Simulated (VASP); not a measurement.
# AlSi2C2N (an interface model) in VASP: single point with r2SCAN

Aim: the single point of AlSi2C2N (an interface model) with r2SCAN.

Program: VASP 6.6.1. These are calculated values, not measurements. Logs are shortened: lines on timing, memory, paths and dates and some standing lists are left out, and cuts for length are marked.

### 1 The cell of the first run

The cell holds layers of an interface, 24 atoms: a = 5.110 Å, b = 3.114 Å, c = 15.951 Å, α = 90.00°, β = 90.00°, γ = 90.00°.

### 2 Single point, r2SCAN

Contents of POSCAR:

```
AlSi2C2N
1.0
    0.0000000000      0.0000000000      5.1095960000
    3.1138160000      0.0000000000      0.0000000000
    0.0000000000     15.9507190000      0.0000000000
Si Al C N
8 4 8 4
Direct
    0.0010360000      0.9859100000      0.1131410000
    0.0234480000      0.4860230000      0.2751080000
    0.9801300000      0.0044380000      0.4398510000
    0.0072230000      0.5048760000      0.6049630000
    0.4876310000      0.4818590000      0.0557110000
    0.4959980000      0.0095540000      0.2091700000
    0.5294480000      0.4942300000      0.3865130000
    0.4618550000      0.0285010000      0.5514090000
    0.0022710000      0.9996050000      0.7732800000
    0.9978130000      0.4990430000      0.9446440000
    0.4973590000      0.5303160000      0.7166800000
    0.5172360000      0.9911120000      0.8827270000
    0.3981550000      0.9953260000      0.1123750000
    0.3756900000      0.5297060000      0.2738340000
    0.3692440000      0.9839740000      0.4353580000
    0.3957590000      0.5136940000      0.6052550000
    0.8720840000      0.4754720000      0.0583180000
    0.8694010000      0.9972370000      0.2229580000
    0.8548610000      0.5156820000      0.3835110000
    0.8688560000      0.0049260000      0.5536410000
    0.3785460000      0.0283970000      0.7635520000
    0.3820540000      0.5085510000      0.9425560000
    0.8825740000      0.5053660000      0.7065440000
    0.8687080000      0.0234090000      0.8820970000
```

Contents of INCAR.step1:

```
SYSTEM = AlSi2C2N
PREC = Accurate ; ENCUT = 520
ISMEAR = -1 ; SIGMA = 0.05
LREAL = Auto ; LASPH = .TRUE.
NELM = 100 ; NBANDS = 66
GGA = PE ; ALGO = Normal
EDIFF = 1E-4 ; LWAVE = .TRUE.
LCHARG = .FALSE.
```

Contents of INCAR.step2:

```
SYSTEM = AlSi2C2N
PREC = Accurate ; ENCUT = 520
EDIFF = 1E-7 ; ISMEAR = -1
SIGMA = 0.05 ; LREAL = Auto
LASPH = .TRUE. ; NELM = 100
ALGO = Normal ; ISIF = 2
LWAVE = .FALSE. ; LCHARG = .TRUE.
METAGGA = R2SCAN ; LMIXTAU = .TRUE.
LELF = .TRUE. ; LVHAR = .TRUE.
NBANDS = 66 ; ISTART = 1
```

Contents of KPOINTS:

```
Automatic mesh
0
G
  3 4 1
  0 0 0
```

Potentials or basis: VASP PAW PBE potentials, release 64 (Si, Al, C, N).

Run with:

```console
cat potpaw_PBE.64/Si/POTCAR potpaw_PBE.64/Al/POTCAR potpaw_PBE.64/C/POTCAR potpaw_PBE.64/N/POTCAR > POTCAR
cp INCAR.step1 INCAR
mpirun -np 1 vasp_std > vasp.out
cp INCAR.step2 INCAR
mpirun -np 1 vasp_std > vasp.out
```

OUTCAR:

```text
SYSTEM = AlSi2C2N
   PREC = Accurate
   ENCUT = 520
   EDIFF = 1E-7
   ISMEAR = -1
   LREAL = Auto
   LASPH = .TRUE.
   NELM = 100
   ISIF = 2
   METAGGA = R2SCAN
   ISTART = 1

 ion  position               nearest neighbor table
   1  0.001  0.986  0.113-  18 1.88  17 1.88  17 1.93  13 2.03   6 2.96   6 3.00   2 3.02   2 3.02
                             5 3.07   5 3.08  10 3.09  10 3.13
   2  0.023  0.486  0.275-  14 1.81  18 1.90  19 1.93  18 1.96   1 3.02   1 3.02   6 3.02   3 3.03
                             7 3.09   3 3.09   6 3.10   7 3.14
   3  0.980  0.004  0.440-  19 1.88  20 1.90  19 1.94  15 1.99   7 2.89   7 2.92   2 3.03   8 3.04
                             4 3.06   4 3.06   2 3.09
   4  0.007  0.505  0.605-  23 1.74  20 1.90  20 1.90  16 1.99   8 2.89   8 2.96   3 3.06   3 3.06
                            11 3.07   9 3.10   9 3.11  11 3.16
   5  0.488  0.482  0.056-  13 1.82  22 1.89  13 1.89  17 1.96   6 2.86   6 2.95  10 3.07   1 3.07
                             1 3.08  10 3.15  12 3.16  12 3.19
   6  0.496  0.010  0.209-  13 1.62  14 1.92  18 1.92  14 2.02   5 2.86   5 2.95   1 2.96   1 3.00
                             2 3.02   2 3.10
   7  0.529  0.494  0.387-  19 1.66  15 1.90  15 1.95  14 1.96   3 2.89   3 2.92   8 3.02   2 3.09
                             8 3.13   2 3.14
   8  0.462  0.029  0.551-  16 1.77  16 1.85  15 1.92  20 2.08   4 2.89   4 2.96   7 3.02   3 3.04
                            11 3.06  11 3.07   7 3.13
   9  0.002  1.000  0.773-  24 1.87  21 1.93  23 1.97  23 2.00  12 3.03  11 3.06   4 3.10  11 3.10
[... 5 lines left out ...]
  12  0.517  0.991  0.883-  24 1.80  22 1.91  22 2.00  21 2.03  11 3.01   9 3.03  10 3.06  10 3.08
                            11 3.14   5 3.16   9 3.16   5 3.19  10 3.22  10 3.24
  13  0.398  0.995  0.112-   6 1.62   5 1.82   5 1.89   1 2.03
  14  0.376  0.530  0.274-   2 1.81   6 1.92   7 1.96   6 2.02
  15  0.369  0.984  0.435-   7 1.90   8 1.92   7 1.95   3 1.99
  16  0.396  0.514  0.605-   8 1.77   8 1.85  11 1.85   4 1.99
  17  0.872  0.475  0.058-   1 1.88  10 1.93   1 1.93   5 1.96
  18  0.869  0.997  0.223-   1 1.88   2 1.90   6 1.92   2 1.96
  19  0.855  0.516  0.384-   7 1.66   3 1.88   2 1.93   3 1.94
  20  0.869  0.005  0.554-   4 1.90   4 1.90   3 1.90   8 2.08
  21  0.379  0.028  0.764-  11 1.83  11 1.84   9 1.93  12 2.03
  22  0.382  0.509  0.943-   5 1.89  12 1.91  10 1.96  12 2.00
  23  0.883  0.505  0.707-   4 1.74   9 1.97  11 1.98   9 2.00
  24  0.869  0.023  0.882-  12 1.80   9 1.87  10 1.90  10 2.02

  LATTYP: Found a simple orthorhombic cell.
 ALAT       =     3.1138160000
 B/A-ratio  =     1.6409434597
 C/A-ratio  =     5.1225631187

  Lattice vectors:

 A1 = (  -3.1138160000,   0.0000000000,   0.0000000000)
 A2 = (   0.0000000000,   0.0000000000,   5.1095960000)
 A3 = (   0.0000000000,  15.9507190000,   0.0000000000)

Analysis of symmetry for initial positions (statically):
=====================================================================
 Subroutine PRICEL returns:
 Original cell was already a primitive cell.

 Routine SETGRP: Setting up the symmetry group for a
 simple orthorhombic supercell.

 Subroutine GETGRP returns: Found  1 space group operations
 (whereof  1 operations were pure point group operations)
 out of a pool of  8 trial point group operations.

The static configuration has the point symmetry C_1 .

Analysis of symmetry for dynamics (positions and initial velocities):
=====================================================================
 Subroutine PRICEL returns:
 Original cell was already a primitive cell.

 Routine SETGRP: Setting up the symmetry group for a
 simple orthorhombic supercell.

 Subroutine GETGRP returns: Found  1 space group operations
 (whereof  1 operations were pure point group operations)
 out of a pool of  8 trial point group operations.

The dynamic configuration has the point symmetry C_1 .

 Subroutine INISYM returns: Found  1 space group operations
 (whereof  1 operations are pure point group operations),
 and found     1 'primitive' translations

----------------------------------------------------------------------------------------

                                     Primitive cell

  volume of cell :     253.7814

  direct lattice vectors                    reciprocal lattice vectors
     0.000000000  0.000000000  5.109596000     0.000000000  0.000000000  0.195710189
     3.113816000  0.000000000  0.000000000     0.321149355  0.000000000  0.000000000
     0.000000000 15.950719000  0.000000000     0.000000000  0.062693099  0.000000000

  length of vectors
     5.109596000  3.113816000 15.950719000     0.195710189  0.321149355  0.062693099

  position of ions in fractional coordinates (direct lattice)
[... 60 lines left out ...]
 Generating k-lattice:

  Cartesian coordinates                     Fractional coordinates (reciprocal lattice)
     0.000000000  0.000000000  0.065236730     0.333333333  0.000000000  0.000000000
     0.080287339  0.000000000  0.000000000     0.000000000  0.250000000  0.000000000
     0.000000000  0.062693099  0.000000000     0.000000000  0.000000000  1.000000000

  Length of vectors
     0.065236730  0.080287339  0.062693099

  Shift w.r.t. Gamma in fractional coordinates (k-lattice)
     0.000000000  0.000000000  0.000000000

 Subroutine IBZKPT returns following result:
 ===========================================

 Found      7 irreducible k-points:

 Following reciprocal coordinates:
            Coordinates               Weight
  0.000000  0.000000  0.000000      1.000000
  0.333333  0.000000  0.000000      2.000000
  0.000000  0.250000  0.000000      2.000000
  0.333333  0.250000  0.000000      2.000000
 -0.333333  0.250000  0.000000      2.000000
  0.000000  0.500000  0.000000      1.000000
  0.333333  0.500000  0.000000      2.000000
   k-points           NKPTS =      7   k-points in BZ     NKDIM =      7   number of bands    NBANDS=     66
   number of dos      NEDOS =    301   number of ions     NIONS =     24
   total plane-waves  NPLWV = 115200
   dimension x,y,z NGX =    40 NGY =   24 NGZ =  120
   dimension x,y,z NGXF=    80 NGYF=   48 NGZF=  240
   ions per type =               8   4   8   4
   NGX,Y,Z   is equivalent  to a cutoff of  13.01, 12.81, 12.51 a.u.
   NGXF,Y,Z  is equivalent  to a cutoff of  26.03, 25.63, 25.01 a.u.
 SYSTEM =  AlSi2C2N
   PREC   = accura    normal or accurate (medium, high low for compatibility)
   ISTART =      1    job   : 0-new  1-cont  2-samecut
   ICHARG =      0    charge: 1-file 2-atom 10-const
   ISPIN  =      1    spin polarized calculation?
   LNONCOLLINEAR =      F non collinear calculations
   LSORBIT =      F    spin-orbit coupling
   LASPH  =      T    aspherical Exc in radial PAW
   ENCUT  =  520.0 eV  38.22 Ry    6.18 a.u.   9.50  5.79 29.66*2*pi/ulx,y,z
   NELM   =    100;   NELMIN=  2; NELMDL=  0     # of ELM steps
   EDIFF  = 0.1E-06   stopping-criterion for ELM
   LREAL  =      T    real-space projection
   EDIFFG = 0.1E-05   stopping-criterion for IOM
   NSW    =      0    number of steps for IOM
   IBRION =     -1    ionic relax: 0-MD 1-quasi-New 2-CG
   NFREE  =      0    steps in history (QN), initial steepest desc. (CG)
   ISIF   =      2    stress and relaxation
   ISYM   =      2    0-nonsym 1-usesym 2-fastsym
   POTIM  = 0.5000    time-step for ionic-motion
   TEBEG  =    0.0;   TEEND  =   0.0 temperature during run
   PSTRESS=    0.0 pullay stress
   NELECT =      96.0000    total number of electrons
   NUPDOWN=      -1.0000    fix difference up-down
   EMIN   =  10.00;   EMAX   =-10.00  energy-range for DOS
   EFERMI =   0.00;   METHOD = LEGACY
   ISMEAR =    -1;   SIGMA  =   0.05  broadening in eV -4-tet -1-fermi 0-gaus
   EFERMI_NEDOS =   21; number of points for ismear=-14 and -15
   IALGO  =     38    algorithm
   IMIX   =      4    mixing-type and parameters
     AMIX     =   0.40;   BMIX     =  1.00
     AMIX_MAG =   1.60;   BMIX_MAG =  1.00
  volume/ion in A,a.u.               =      10.57        71.36
  Fermi-wavevector in a.u.,A,eV,Ry     =   1.183983  2.237403 19.072848  1.401815
  Thomas-Fermi vector in A             =   2.320206
   LORBIT       =      0    0 simple, 1 ext, 2 COOP (PROOUT), +10 PAW based schemes
   METAGGA = R2SCAN    functional components
   LHFCALC =     F    Hartree Fock is set to
   AEXX    =    0.0000 exact exchange contribution
   IVDW    =     0    specifies the selected vdW correction
   LEPSILON=     F    determine dielectric tensor
   LRPA    =     F    only Hartree local field effects (RPA)
 non-spin polarized calculation
  energy-cutoff  :      520.00
  volume of cell :      253.78
 maximum number of plane-waves:      6855
 NGX is ok and might be reduce to    40
   NGX = 19   NGY = 11   NGZ = 59

 number of electron      96.0000000 magnetization

 Free energy of the ion-electron system (eV)
  ---------------------------------------------------
  ext. energy  EPLUGINS =         0.00000000
  ---------------------------------------------------
  free energy    TOTEN  =      -226.54649312 eV

  energy without entropy =     -226.54649312  energy(sigma->0) =     -226.54649312

 E-fermi :   9.4574     XC(G=0): -11.6658

 val. band max:        8.3140066119   @ k =   0.0000   0.0000   0.0000
 cond. band min:      10.6121763387   @ k =   0.3333   0.0000   0.0000
 fundamental gap:      2.2981697268
 Fermi energy:         9.4573639708

 k-point     1 :       0.0000    0.0000    0.0000
  band No.  band energies     occupation
      1     -10.0728      2.00000
      2      -9.2806      2.00000
      3      -8.5921      2.00000
      4      -8.1782      2.00000
      5      -7.9171      2.00000
      6      -7.3896      2.00000
[... 430 lines left out ...]
     59      13.1733      0.00000
     60      13.4837      0.00000
 [bands above 60 left out]

------------------------ aborting loop because EDIFF is reached ----------------------------------------

  FORCE on cell =-STRESS in cart. coord.  units (eV):
  Direction    XX          YY          ZZ          XY          YZ          ZX
  --------------------------------------------------------------------------------------
  -------------------------------------------------------------------------------------
  Total       -6.3874600      8.6002958     -5.9172147      0.2799256      0.2639330      1.3448935
  in kB      -40.3254296     54.2955452    -37.3566686      1.7672316      1.6662664      8.4906064
  external PRESSURE =      -7.7955177 kB  Pullay stress =       0.0000000 kB

 VOLUME and BASIS-vectors are now :
 -----------------------------------------------------------------------------
  energy-cutoff  :      520.00
  volume of cell :      253.78
      direct lattice vectors                 reciprocal lattice vectors
     0.000000000  0.000000000  5.109596000     0.000000000  0.000000000  0.195710189
     3.113816000  0.000000000  0.000000000     0.321149355  0.000000000  0.000000000
     0.000000000 15.950719000  0.000000000     0.000000000  0.062693099  0.000000000

 POSITION                                       TOTAL-FORCE (eV/Angst)
 -----------------------------------------------------------------------------------
      3.06994      1.80468      0.00529        -0.250487      0.136326     -0.764646
      1.51339      4.38817      0.11981         0.902893      0.163302     -2.913397
      0.01382      7.01594      5.00807         0.247605      0.318902      1.299192
      1.57209      9.64959      0.03691         0.124127     -1.027548     -0.350535
      1.50042      0.88863      2.49160         1.015370     -1.313575      2.221883
      0.02975      3.33641      2.53435         0.397164      9.508258      2.424435
[... 16 lines left out ...]
      1.57362     11.26988      4.50960         0.079828      3.568928      0.135538
      0.07289     14.07008      4.43875        -0.893030      0.297510      1.850384
 -----------------------------------------------------------------------------------
    total drift:                               -0.009870      0.029899     -0.013925

  FREE ENERGIE OF THE ION-ELECTRON SYSTEM (eV)
  ---------------------------------------------------
  free  energy   TOTEN  =      -226.5464931184 eV

  energy  without entropy=     -226.5464931183  energy(sigma->0) =     -226.54649312
```

Run time: 12 min. Hardware: 1 thread of Intel Xeon Platinum 8375C at 2.90GHz (Ice Lake), shared host; peak memory 0.38 GiB.

Results:

```yaml
Free_energy: -226.5465 eV
Pressure: -0.8 GPa
Largest_force: 9.821 eV/Å
Band_gap_on_the_k_mesh: 2.30 eV (least direct gap 2.49 eV)
```

Forces in eV/Å, atoms in the order of the input:
```
Si  -0.250  0.136 -0.765
Si   0.903  0.163 -2.913
Si   0.248  0.319  1.299
Si   0.124 -1.028 -0.351
Si   1.015 -1.314  2.222
Si   0.397  9.508  2.424
Si  -0.117 -0.960 -7.048
Si  -1.653 -1.407  3.061
Al   0.436 -2.211  0.014
Al   0.465 -0.871  0.043
Al  -0.387 -0.731  1.345
Al   0.815 -0.249 -2.093
C   -0.873 -7.239 -4.407
C   -1.111 -1.288  1.430
C    1.042  0.839  0.033
C    1.049 -1.041 -3.709
C    0.699  0.008  0.026
C   -0.372 -0.680  1.384
C   -0.753  0.343  5.823
C    0.185 -0.734  0.312
N   -0.436  3.846 -0.184
N   -0.611  0.724  0.068
N    0.080  3.569  0.136
N   -0.893  0.298  1.850
```

Levels at points of the mesh, in eV from the valence-band top:
```
           k point  band 44  band 45  band 46  band 47  band 48  band 49  band 50  band 51  band 52  band 53
(0.00, 0.00, 0.00)    -0.91    -0.70    -0.53    -0.09     0.00     2.49     2.79     3.39     3.66     4.08
(0.00, 0.50, 0.00)    -2.79    -2.64    -2.43    -1.71    -1.52     2.66     2.88     3.02     3.37     3.51
```

Caveat: the k points lie up to 0.50 Å⁻¹ apart; the PAW data sets were made with another functional, which shifts forces and pressure a little.
